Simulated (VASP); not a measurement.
# BN in VASP: a series of runs, part 2 of 2

VASP 6.6.1.

### Step 4. Single point, PBE (biaxial xy strain -0.9%)

INCAR

```
PREC     = Accurate       # precision mode
ENCUT    = 520            # plane-wave cutoff, eV
EDIFF    = 1E-6           # SCF threshold, eV
ISMEAR   = -1             # smearing method
SIGMA    = 0.02           # smearing width, eV
LREAL    = F              # projectors in reciprocal space
LASPH    = T              # aspherical terms in the spheres
NELM     = 100            # most SCF steps
ALGO     = Normal         # electronic algorithm
ISIF     = 2              # what is computed and relaxed
LWAVE    = F              # write WAVECAR
LCHARG   = T              # write CHGCAR
GGA      = PE             # functional
LELF     = T              # ELF
LVHAR    = T            
NBANDS   = 11             # bands
```

KPOINTS

```
regular mesh
0
Gamma
  12 12 12
```

POSCAR

```
BN
1.0
    0.0000000000      1.7891234683      1.8048254497
    1.7891234683      0.0000000000      1.8048254497
    1.7891234683      1.7891234683      0.0000000000
B N
1 1
Direct
    0.0000000000      0.0000000000      0.0000000000
    0.2500000000      0.2500000000      0.2500000000
```

Potentials or basis: VASP PAW PBE potentials, release 64 (B, N).

Launch:

```console
$ cat potpaw_PBE.64/B/POTCAR potpaw_PBE.64/N/POTCAR > POTCAR
$ mpirun -np 1 vasp_std > vasp.out
```

OUTCAR:

```text
PREC = Accurate
   ENCUT = 520
   EDIFF = 1E-6
   ISMEAR = -1
   LREAL = F
   LASPH = T
   NELM = 100
   ISIF = 2
   GGA = PE

 ion  position               nearest neighbor table
   1  0.000  0.000  0.000-   2 1.55   2 1.55   2 1.55   2 1.55
   2  0.250  0.250  0.250-   1 1.55   1 1.55   1 1.55   1 1.55

  LATTYP: Found a body centered tetragonal cell.
 ALAT       =     2.5302026736
 C/A-ratio  =     1.4266252016

  Lattice vectors:

 A1 = (  -1.7891234683,   0.0000000000,   1.8048254497)
 A2 = (   1.7891234683,   0.0000000000,   1.8048254497)
 A3 = (   0.0000000000,   1.7891234683,  -1.8048254497)

Analysis of symmetry for initial positions (statically):
=====================================================================
 Subroutine PRICEL returns:
 Original cell was already a primitive cell.

 Routine SETGRP: Setting up the symmetry group for a
 body centered tetragonal supercell.

 Subroutine GETGRP returns: Found  8 space group operations
 (whereof  8 operations were pure point group operations)
 out of a pool of 16 trial point group operations.

The static configuration has the point symmetry D_2d.

Analysis of symmetry for dynamics (positions and initial velocities):
=====================================================================
 Subroutine PRICEL returns:
 Original cell was already a primitive cell.

 Routine SETGRP: Setting up the symmetry group for a
 body centered tetragonal supercell.

 Subroutine GETGRP returns: Found  8 space group operations
 (whereof  8 operations were pure point group operations)
 out of a pool of 16 trial point group operations.

The dynamic configuration has the point symmetry D_2d.

 Subroutine INISYM returns: Found  8 space group operations
 (whereof  8 operations are pure point group operations),
 and found     1 'primitive' translations

----------------------------------------------------------------------------------------

                                     Primitive cell
[... 112 lines left out ...]
  volume/ion in A,a.u.               =       5.78        38.99
  Fermi-wavevector in a.u.,A,eV,Ry     =   1.448292  2.736876 28.538908  2.097551
  Thomas-Fermi vector in A             =   2.566150
   LORBIT       =      0    0 simple, 1 ext, 2 COOP (PROOUT), +10 PAW based schemes
   GGA     = PE    functional components
   LHFCALC =     F    Hartree Fock is set to
   AEXX    =    0.0000 exact exchange contribution
   IVDW    =     0    specifies the selected vdW correction
   LEPSILON=     F    determine dielectric tensor
   LRPA    =     F    only Hartree local field effects (RPA)
 non-spin polarized calculation
  energy-cutoff  :      520.00
  volume of cell :       11.55
 maximum number of plane-waves:       331
   NGX =  9   NGY =  9   NGZ =  9

 number of electron       7.9999998 magnetization

 Free energy of the ion-electron system (eV)
  ---------------------------------------------------
  ext. energy  EPLUGINS =         0.00000000
  ---------------------------------------------------
  free energy    TOTEN  =       -17.43603911 eV

  energy without entropy =      -17.43603911  energy(sigma->0) =      -17.43603911

 E-fermi :   8.1945     XC(G=0): -12.9307

 val. band max:        7.7049909721   @ k =   0.0000   0.0000   0.0000
 cond. band min:      12.1066092750   @ k =   0.5000   0.0000   0.5000
 fundamental gap:      4.4016183029
 Fermi energy:         8.1945429781

 k-point     1 :       0.0000    0.0000    0.0000
  band No.  band energies     occupation
      1     -12.8068      2.00000
      2       7.6161      2.00000
      3       7.7050      2.00000
      4       7.7050      2.00000
      5      16.5796      0.00000
      6      16.5796      0.00000
      7      16.6422      0.00000
      8      18.3832      0.00000
      9      32.8429      0.00000
     10      35.4724      0.00000
     11      35.9418      0.00000
[... 309 lines left out ...]
 k-point    24 :      -0.4167    0.1667    0.0000
  band No.  band energies     occupation
      1      -8.1119      2.00000
      2      -2.5227      2.00000
      3       3.4014      2.00000
      4       5.1268      2.00000
      5      17.2002      0.00000
      6      20.0893      0.00000
      7      20.1114      0.00000
      8      23.6418      0.00000
      9      29.0753      0.00000
     10      33.3128      0.00000
     11      34.7855      0.00000

 [... further k-points ...]
[... 5 lines left out ...]
  --------------------------------------------------------------------------------------
  -------------------------------------------------------------------------------------
  Total        1.0057296      1.0057296      0.6051808      0.0000000      0.0000000      0.0000000
  in kB      139.4588190    139.4588190     83.9169900      0.0000000      0.0000000      0.0000000
  external PRESSURE =     120.9448760 kB  Pullay stress =       0.0000000 kB

 VOLUME and BASIS-vectors are now :
 -----------------------------------------------------------------------------
  energy-cutoff  :      520.00
  volume of cell :       11.55
      direct lattice vectors                 reciprocal lattice vectors
     0.000000000  1.789123468  1.804825450    -0.279466459  0.279466459  0.277035101
     1.789123468  0.000000000  1.804825450     0.279466459 -0.279466459  0.277035101
     1.789123468  1.789123468  0.000000000     0.279466459  0.279466459 -0.277035101

 POSITION                                       TOTAL-FORCE (eV/Angst)
 -----------------------------------------------------------------------------------
      0.00000      0.00000      0.00000        -0.000000     -0.000000      0.000000
      0.89456      0.89456      0.90241         0.000000      0.000000      0.000000
 -----------------------------------------------------------------------------------
    total drift:                               -0.000000     -0.000000      0.000001

  FREE ENERGIE OF THE ION-ELECTRON SYSTEM (eV)
  ---------------------------------------------------
  free  energy   TOTEN  =       -17.4360391077 eV

  energy  without entropy=      -17.4360391077  energy(sigma->0) =      -17.43603911
```

OSZICAR:

```text
N       E                     dE             d eps       ncg     rms          rms(c)
DAV:   1     0.103383104853E+02    0.10338E+02   -0.49556E+03  3685   0.723E+02
DAV:   2    -0.179300357144E+02   -0.28268E+02   -0.27586E+02  4327   0.166E+02
DAV:   3    -0.184354319756E+02   -0.50540E+00   -0.50473E+00  4189   0.189E+01
DAV:   4    -0.184359941694E+02   -0.56219E-03   -0.56219E-03  3856   0.707E-01
DAV:   5    -0.184359946663E+02   -0.49689E-06   -0.49686E-06  4126   0.207E-02    0.683E+00
DAV:   6    -0.175299191027E+02    0.90608E+00   -0.29014E+00  3769   0.995E+00    0.335E+00
DAV:   7    -0.174507165780E+02    0.79203E-01   -0.11430E-01  4015   0.276E+00    0.195E+00
DAV:   8    -0.174357545314E+02    0.14962E-01   -0.36459E-02  3966   0.140E+00    0.205E-01
DAV:   9    -0.174359498632E+02   -0.19533E-03   -0.92712E-04  3781   0.260E-01    0.857E-02
DAV:  10    -0.174360340697E+02   -0.84207E-04   -0.11844E-04  3900   0.929E-02    0.153E-02
DAV:  11    -0.174360390857E+02   -0.50160E-05   -0.86987E-06  4093   0.243E-02    0.106E-02
DAV:  12    -0.174360391077E+02   -0.21969E-07   -0.14805E-06  2168   0.845E-03
   1 F= -.17436039E+02 E0= -.17436039E+02  d E =-.278419E-13
```

stdout:

```text
POSCAR found type information on POSCAR B N
 POSCAR found :  2 types and       2 ions
 scaLAPACK will be used
 LDA part: xc-table for (Slater+PW92), standard interpolation
 POSCAR, INCAR and KPOINTS ok, starting setup
 FFT: planning ... GRIDC
 FFT: planning ... GRID_SOFT
 FFT: planning ... GRID
 WAVECAR not read
 entering main loop
```

It took 18 s on 1 thread of Intel Xeon 6975P-C, shared host; peak memory 0.13 GiB.

What came out:

* Free energy: -17.4360 eV
* Pressure: 12.1 GPa
* Band gap on the k mesh: 4.40 eV, indirect (least direct gap 8.87 eV)

Stress tensor (GPa, compression positive):
```
13.95  0.00  0.00
 0.00 13.95  0.00
 0.00  0.00  8.39
```

Levels at points of the mesh, in eV from the valence-band top:
| k point | band 2 | band 3 | band 4 | band 5 | band 6 | band 7 |
| --- | --- | --- | --- | --- | --- | --- |
| (0.00, 0.00, 0.00) | -0.09 | 0.00 | 0.00 | 8.87 | 8.87 | 8.94 |
| (0.50, 0.00, 0.00) | -10.92 | -2.08 | -1.94 | 10.34 | 10.81 | 10.85 |
| (0.50, 0.50, 0.00) | -9.17 | -4.96 | -4.96 | 4.56 | 9.46 | 18.21 |
| (0.50, 0.00, 0.50) | -9.05 | -5.08 | -5.08 | 4.40 | 9.26 | 18.16 |

Caveat: the cell differs from its parent crystal (biaxial xy strain -0.9%).

### Step 5. Single point, r2SCAN (biaxial xy strain -0.9%)

POSCAR is that of step 4.

INCAR.step1

```
  ALGO = Normal
  EDIFF = 1E-4
  ENCUT = 520
  GGA = PE
  ISMEAR = 0
  LASPH = T
  LCHARG = F
  LREAL = F
  LWAVE = T
  NBANDS = 11
  NELM = 60
  PREC = Accurate
  SIGMA = 0.01
```

INCAR.step2

```
  ALGO = Normal
  EDIFF = 1E-6
  ENCUT = 520
  ISIF = 2
  ISMEAR = 0
  ISTART = 1
  LASPH = T
  LCHARG = F
  LMIXTAU = T
  LREAL = F
  LWAVE = F
  METAGGA = R2SCAN
  NBANDS = 11
  NELM = 60
  PREC = Accurate
  SIGMA = 0.01
```

KPOINTS

```
k-points
0
Gamma
  12 12 12
```

Launch:

```console
$ cat potpaw_PBE.64/B/POTCAR potpaw_PBE.64/N/POTCAR > POTCAR
$ cp INCAR.step1 INCAR
$ mpirun -np 1 vasp_std > vasp.out
$ cp INCAR.step2 INCAR
$ mpirun -np 1 vasp_std > vasp.out
```

It took 73 s on 1 thread of Intel Xeon 6975P-C, shared host; peak memory 0.13 GiB.

Results (log left out):

| Quantity | Value |
| --- | --- |
| Free energy | -19.1639 eV |
| Pressure | 8.3 GPa |
| Band gap on the k mesh | 4.92 eV, indirect (least direct gap 9.58 eV) |

Stress tensor (GPa, compression positive):
```
10.22  0.00  0.00
 0.00 10.22  0.00
 0.00  0.00  4.41
```

Levels at points of the mesh, in eV from the valence-band top:
```csv
k point,band 1,band 2,band 3,band 4,band 5,band 6,band 7,band 8
"(0.00, 0.00, 0.00)",-21.58,-0.09,0.00,0.00,9.58,9.58,9.65,11.41
"(0.50, 0.00, 0.00)",-17.17,-11.32,-2.16,-2.02,11.00,11.56,11.62,16.61
"(0.50, 0.50, 0.00)",-15.79,-9.58,-5.16,-5.16,5.08,10.06,19.57,19.57
"(0.50, 0.00, 0.50)",-15.69,-9.45,-5.28,-5.28,4.92,9.84,19.52,19.66
```

Caveat: the cell differs from its parent crystal (biaxial xy strain -0.9%); the PAW data sets were made with another functional, which shifts forces and pressure a little. A k mesh can miss the band edges.

### Step 6. Single point, HSE06 (strain -1.9%)

POSCAR

```
BN
1.0
    0.0000000000      1.7707142487      1.7707142487
    1.7707142487      0.0000000000      1.7707142487
    1.7707142487      1.7707142487      0.0000000000
B N
1 1
Direct
    0.0000000000      0.0000000000      0.0000000000
    0.2500000000      0.2500000000      0.2500000000
```

INCAR.step1

```
SYSTEM = BN
ALGO = Normal
EDIFF = 1E-5
ENCUT = 520
GGA = PE
ISIF = 2
ISMEAR = 0
LASPH = .True.
LREAL = .False.
LWAVE = .True.
NBANDS = 11
NELM = 60
PREC = Accurate
SIGMA = 0.01
```

INCAR.step2

```
SYSTEM = BN
ALGO = Normal
EDIFF = 1E-7
ENCUT = 520
GGA = PE
HFSCREEN = 0.2079
ISIF = 2
ISMEAR = 0
ISTART = 1
LASPH = .True.
LCHARG = .True.
LELF = .True.
LHFCALC = .True.
LREAL = .False.
LVHAR = .True.
LWAVE = .False.
NBANDS = 11
NELM = 60
PREC = Accurate
PRECFOCK = Normal
SIGMA = 0.01
```

KPOINTS

```
k-points
0
Gamma
  8 8 8
  0 0 0
```

Potentials or basis: VASP PAW PBE potentials, release 64 (B, N).

Launch:

```console
$ cat potpaw_PBE.64/B/POTCAR potpaw_PBE.64/N/POTCAR > POTCAR
$ cp INCAR.step1 INCAR
$ mpirun -np 1 vasp_std > vasp.out
$ cp INCAR.step2 INCAR
$ mpirun -np 1 vasp_std > vasp.out
```

OUTCAR:

```text
SYSTEM = BN
   EDIFF = 1E-7
   ENCUT = 520
   GGA = PE
   HFSCREEN = 0.2079
   ISIF = 2
   ISMEAR = 0
   ISTART = 1
   LASPH = .True.
   LHFCALC = .True.
   LREAL = .False.
   NELM = 60
   PREC = Accurate
   PRECFOCK = Normal

 ion  position               nearest neighbor table
   1  0.000  0.000  0.000-   2 1.53   2 1.53   2 1.53   2 1.53
   2  0.250  0.250  0.250-   1 1.53   1 1.53   1 1.53   1 1.53

  LATTYP: Found a face centered cubic cell.
 ALAT       =     3.5414284974

  Lattice vectors:

 A1 = (   0.0000000000,   1.7707142487,   1.7707142487)
 A2 = (   1.7707142487,   0.0000000000,   1.7707142487)
 A3 = (   1.7707142487,   1.7707142487,   0.0000000000)

Analysis of symmetry for initial positions (statically):
=====================================================================
 Subroutine PRICEL returns:
 Original cell was already a primitive cell.

 Routine SETGRP: Setting up the symmetry group for a
 face centered cubic supercell.

 Subroutine GETGRP returns: Found 24 space group operations
 (whereof 24 operations were pure point group operations)
 out of a pool of 48 trial point group operations.

The static configuration has the point symmetry T_d .

Analysis of symmetry for dynamics (positions and initial velocities):
=====================================================================
 Subroutine PRICEL returns:
 Original cell was already a primitive cell.

 Routine SETGRP: Setting up the symmetry group for a
 face centered cubic supercell.

 Subroutine GETGRP returns: Found 24 space group operations
 (whereof 24 operations were pure point group operations)
 out of a pool of 48 trial point group operations.

The dynamic configuration has the point symmetry T_d .

 Subroutine INISYM returns: Found 24 space group operations
 (whereof 24 operations are pure point group operations),
 and found     1 'primitive' translations

----------------------------------------------------------------------------------------

                                     Primitive cell

  volume of cell :      11.1039
[... 120 lines left out ...]
   NKREDZ  =     1    reduce k-point grid by
   AEXX    =    0.2500 exact exchange contribution
   HFSCREEN=    0.2079 screening length (either q_TF or 0.3 A-1)
   HFSCREENC=   0.2079 screening length for correlation (either q_TF or 0.3 A-1)
   ENCUTFOCK=  -1.0 apply spherical cutoff to Coloumb kernel
   IVDW    =     0    specifies the selected vdW correction
   LEPSILON=     F    determine dielectric tensor
   LRPA    =     F    only Hartree local field effects (RPA)
 non-spin polarized calculation
 Gauss-broadening in eV      SIGMA  =   0.01
  energy-cutoff  :      520.00
  volume of cell :       11.10
 maximum number of plane-waves:       308
  NGX = 14; NGY = 14; NGZ = 14

 number of electron       7.9999999 magnetization

 Free energy of the ion-electron system (eV)
  ---------------------------------------------------
  ext. energy  EPLUGINS =         0.00000000
  ---------------------------------------------------
  free energy    TOTEN  =       -20.29367684 eV

  energy without entropy =      -20.29367684  energy(sigma->0) =      -20.29367684

 E-fermi :   7.3597     XC(G=0): -10.7242

 val. band max:        7.3099981782   @ k =   0.0000   0.0000   0.0000
 cond. band min:      13.1624881031   @ k =   0.5000   0.5000   0.0000
 fundamental gap:      5.8524899249
 Fermi energy:         7.3596921146

 k-point     1 :       0.0000    0.0000    0.0000
  band No.  band energies     occupation
      1     -15.5474      2.00000
      2       7.3100      2.00000
      3       7.3100      2.00000
      4       7.3100      2.00000
      5      18.1814      0.00000
      6      18.1814      0.00000
      7      18.1814      0.00000
      8      20.5170      0.00000
      9      35.2667      0.00000
     10      37.8754      0.00000
     11      37.8754      0.00000
[... 309 lines left out ...]
 k-point    24 :      -0.3750    0.2500    0.1250
  band No.  band energies     occupation
      1      -9.8976      2.00000
      2      -3.7948      2.00000
      3       1.8031      2.00000
      4       3.3473      2.00000
      5      18.8010      0.00000
      6      20.9248      0.00000
      7      24.7287      0.00000
      8      26.2010      0.00000
      9      29.4679      0.00000
     10      36.6134      0.00000
     11      38.2539      0.00000

 [... further k-points ...]
[... 5 lines left out ...]
  --------------------------------------------------------------------------------------
  -------------------------------------------------------------------------------------
  Total        1.4511511      1.4511511      1.4511511     -0.0000000     -0.0000000     -0.0000000
  in kB      209.3860655    209.3860655    209.3860655     -0.0000000     -0.0000000     -0.0000000
  external PRESSURE =     209.3860655 kB  Pullay stress =       0.0000000 kB

 VOLUME and BASIS-vectors are now :
 -----------------------------------------------------------------------------
  energy-cutoff  :      520.00
  volume of cell :       11.10
      direct lattice vectors                 reciprocal lattice vectors
     0.000000000  1.770714249  1.770714249    -0.282371930  0.282371930  0.282371930
     1.770714249  0.000000000  1.770714249     0.282371930 -0.282371930  0.282371930
     1.770714249  1.770714249  0.000000000     0.282371930  0.282371930 -0.282371930

 POSITION                                       TOTAL-FORCE (eV/Angst)
 -----------------------------------------------------------------------------------
      0.00000      0.00000      0.00000         0.000000      0.000000      0.000000
      0.88536      0.88536      0.88536        -0.000000     -0.000000     -0.000000
 -----------------------------------------------------------------------------------
    total drift:                               -0.000000      0.000000      0.000000

  FREE ENERGIE OF THE ION-ELECTRON SYSTEM (eV)
  ---------------------------------------------------
  free  energy   TOTEN  =       -20.2936768388 eV

  energy  without entropy=      -20.2936768388  energy(sigma->0) =      -20.29367684
```

OSZICAR.step1:

```text
N       E                     dE             d eps       ncg     rms          rms(c)
DAV:   1     0.957229386967E+01    0.95723E+01   -0.47664E+03   654   0.711E+02
DAV:   2    -0.179945448497E+02   -0.27567E+02   -0.26999E+02   789   0.165E+02
DAV:   3    -0.184449720141E+02   -0.45043E+00   -0.44988E+00   758   0.175E+01
DAV:   4    -0.184454462438E+02   -0.47423E-03   -0.47422E-03   677   0.643E-01
DAV:   5    -0.184454466214E+02   -0.37757E-06   -0.37755E-06   761   0.180E-02    0.707E+00
DAV:   6    -0.174870997954E+02    0.95835E+00   -0.28489E+00   659   0.101E+01    0.350E+00
DAV:   7    -0.173936466447E+02    0.93453E-01   -0.13554E-01   716   0.297E+00    0.201E+00
DAV:   8    -0.173775954769E+02    0.16051E-01   -0.38077E-02   730   0.144E+00    0.228E-01
DAV:   9    -0.173778205742E+02   -0.22510E-03   -0.86712E-04   668   0.262E-01    0.890E-02
DAV:  10    -0.173778988785E+02   -0.78304E-04   -0.11121E-04   708   0.900E-02    0.158E-02
DAV:  11    -0.173779034852E+02   -0.46066E-05   -0.76863E-06   660   0.232E-02
   1 F= -.17377903E+02 E0= -.17377903E+02  d E =-.123063-141
```

Run time: 8.2 min. Hardware: 1 thread of Intel Xeon 6975P-C, shared host; peak memory 0.23 GiB.

What came out:

```
Free energy            : -20.2937 eV
Pressure               : 20.9 GPa
Band gap on the k mesh : 5.85 eV, indirect (least direct gap 10.87 eV)
```

Caveat: the cell differs from its parent crystal (strain -1.9%); the PAW data sets were made with another functional, which shifts forces and pressure a little.

### Step 7. Summary

```csv
level,cell,k mesh,smearing,grid for exact exchange (PRECFOCK),screening parameter,gap on the mesh (eV),pressure (GPa)
PBE,"a = 2.504 Å, angles 60.0°, 2 atoms",12 × 12 × 12,fermi-dirac 0.02 eV,-,-,4.52,29.9
r2SCAN,"a = 2.504 Å, angles 60.0°, 2 atoms",12 × 12 × 12,gaussian 0.01 eV,-,-,5.05,26.3
PBE,"a = 2.541, b = 2.541, c = 2.530 Å, angles 60.1, 60.1, 59.7°, 2 atoms",12 × 12 × 12,fermi-dirac 0.02 eV,-,-,4.40,12.1
r2SCAN,"a = 2.541, b = 2.541, c = 2.530 Å, angles 60.1, 60.1, 59.7°, 2 atoms",12 × 12 × 12,gaussian 0.01 eV,-,-,4.92,8.3
HSE06,"a = 2.504 Å, angles 60.0°, 2 atoms",8 × 8 × 8,gaussian 0.01 eV,Normal,0.2079 1/Å,5.85,20.9
```

Alike in all rows: task single point; potentials or basis VASP PAW PBE potentials, release 64 (B, N); no spin polarisation; cutoff (eV) 520.

Caveats: the PAW data sets were made with another functional, which shifts forces and pressure a little (some runs).

Total energies depend on the potentials used, so only differences within one code and one set of settings carry meaning.
